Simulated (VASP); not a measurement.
Wanted: the native input for a VASP 6.6.1 run.

* Task: single point
* Functional: PBE
* Potentials or basis: VASP PAW PBE potentials, release 64 (Al, Ni)
* Cutoff: 520 eV
* k mesh: 14 × 14 × 14
* Occupations: gaussian, width 0.15 eV
* Spin: collinear spin, ferromagnetic start
* Starting moments: [0.0, 0.75, 0.75, 0.75] μB
* Fixed moment: 2.25 μB
* Dipole correction: no
* Further INCAR settings: ALGO = Normal; EDIFF = 1e-06; NBANDS = 28

The structure of AlNi3 lies in POSCAR:

```
AlNi3
1.0
    0.0000000000      2.7175807497      2.7175807497
    2.7175807497      0.0000000000      2.7175807497
    2.7175807497      2.7175807497      0.0000000000
Al Ni
1 3
Direct
    0.5000000000      0.5000000000      0.5000000000
    0.2500000000      0.2500000000      0.2500000000
    0.0000000000      0.0000000000      0.0000000000
    0.7500000000      0.7500000000      0.7500000000
```

These files were run (other wordings do the same):

INCAR

```
SYSTEM = AlNi3
  ALGO = Normal
  EDIFF = 1E-6
  ENCUT = 520
  GGA = PE
  ISIF = 2
  ISMEAR = 0
  ISPIN = 2
  LASPH = .True.
  LCHARG = .True.
  LELF = .True.
  LMAXMIX = 4
  LORBIT = 11
  LREAL = .False.
  LVHAR = .True.
  LWAVE = .False.
  MAGMOM = 0 0.75 0.75 0.75
  NBANDS = 28
  NELM = 150
  NUPDOWN = 2.25
  PREC = Accurate
  SIGMA = 0.15
```

KPOINTS

```
k-points
0
Gamma
  14 14 14
  0 0 0
```

Potentials or basis: VASP PAW PBE potentials, release 64 (Al, Ni).

The run is started by

```sh
$ cat potpaw_PBE.64/Al/POTCAR potpaw_PBE.64/Ni/POTCAR > POTCAR
$ mpirun -np 1 vasp_std > vasp.out
```

Results of the run:

```yaml
Pressure: 35.7 GPa
Net_moment: 2.25 μB per cell
Site_moments: Al +0.03; Ni +0.66, +0.79 (each value once) μB
Valence_electrons_inside_the_program's_atomic_spheres: Al 0.89; Ni 9.63, 9.56 (each value once)
```

Caveat: the cell stands under pressure; the total moment is fixed, so each spin has its own Fermi level.

Run time: 4.5 min on 1 thread of Intel(R) Xeon(R) Platinum 8488C (Sapphire Rapids), with other jobs on the host, peak memory 0.3 GiB.
